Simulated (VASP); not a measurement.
Input of a VASP 6.6.1 run:

Contents of INCAR:

```
SYSTEM = H4CO
ALGO = Normal ; EDIFF = 1E-6
ENCUT = 520 ; GGA = PE
ISIF = 2 ; ISMEAR = -1
IVDW = 12 ; LASPH = .True.
LCHARG = .False. ; LREAL = Auto
LWAVE = .False. ; NBANDS = 66
NELM = 100 ; PREC = Accurate
SIGMA = 0.02
```

File KPOINTS:

```
k-points
0
Gamma
  1 1 1
  0 0 0
```

Contents of POSCAR:

```
H4CO
1.0
    8.0548320000      0.0000000000      0.0000000000
    0.0000000000      8.0548320000      0.0000000000
    0.0000000000      0.0000000000      8.0548320000
C O H
6 6 24
Direct
    0.9611497794      0.8627988765      0.4677068373
    0.2943947186      0.4521261275      0.7403506367
    0.8346418647      0.4345962771      0.4110948559
    0.4274701198      0.9272943247      0.7280722925
    0.3691697108      0.6515964579      0.2877403278
    0.8008733143      0.6355067368      0.0693993369
    0.7777070956      0.8626002380      0.4579238897
    0.3729438429      0.5428542768      0.8832586452
    0.7445096310      0.3147303383      0.3055557211
    0.5963501163      0.9080388021      0.7808853121
    0.2633202033      0.5300172617      0.2311159314
    0.7113121664      0.5254734053     -0.0360528935
    1.0044405644      0.9709327271      0.4007532373
    0.7357447058      0.9312174357      0.5465042598
    1.0112191043      0.8665357639      0.5954438280
    0.9872583314      0.7525048319      0.4074200430
    0.2104202794      0.5380745371      0.6881831924
    0.4651493662      0.4723996726      0.9202178270
    0.3899026075      0.4369302799      0.6476361022
    0.2361191394      0.3423038494      0.7960563299
    0.7726542279      0.4240808499      0.5332078931
    0.7533738755      0.3612614143      0.1925303967
    0.9760600842      0.4154028290      0.3932794626
    0.8030583382      0.5581370288      0.3671833255
    0.4304621127      1.0205675301      0.6255872252
    0.6013036647      0.7846718591      0.7996814831
    0.3803058835      0.8078753225      0.6823730154
    0.3389890689      0.9715658874      0.8345177156
    0.3196093972      0.6973205648      0.4105610148
    0.2709926166      0.5162863732      0.1079724568
    0.5014505579      0.6014029839      0.3023526748
    0.3876679240      0.7584143282      0.1886817751
    0.7169857795      0.6630926629      0.1752115997
    0.7930146774      0.4753171761     -0.1155703806
    0.9212358495      0.5843449001      0.1129880797
    0.8331644906      0.7467939741      0.0105526720
```

Potentials or basis: VASP PAW PBE potentials, release 64 (C, O, H).

Command:

```bash
$ cat potpaw_PBE.64/C/POTCAR potpaw_PBE.64/O/POTCAR potpaw_PBE.64/H/POTCAR > POTCAR
$ mpirun -np 1 vasp_gam > vasp.out
```

(1) What does it give for the band gap on the k mesh?

(2) What does it give for the dispersion energy per atom?

(3) Predict the pressure.

(4) Estimate the largest force.

Results:

(1) 4.01 eV.

(2) -0.028 eV.

(3) -0.8 GPa.

(4) 2.819 eV/Å.

Caveat: the k points lie up to 0.78 Å⁻¹ apart.
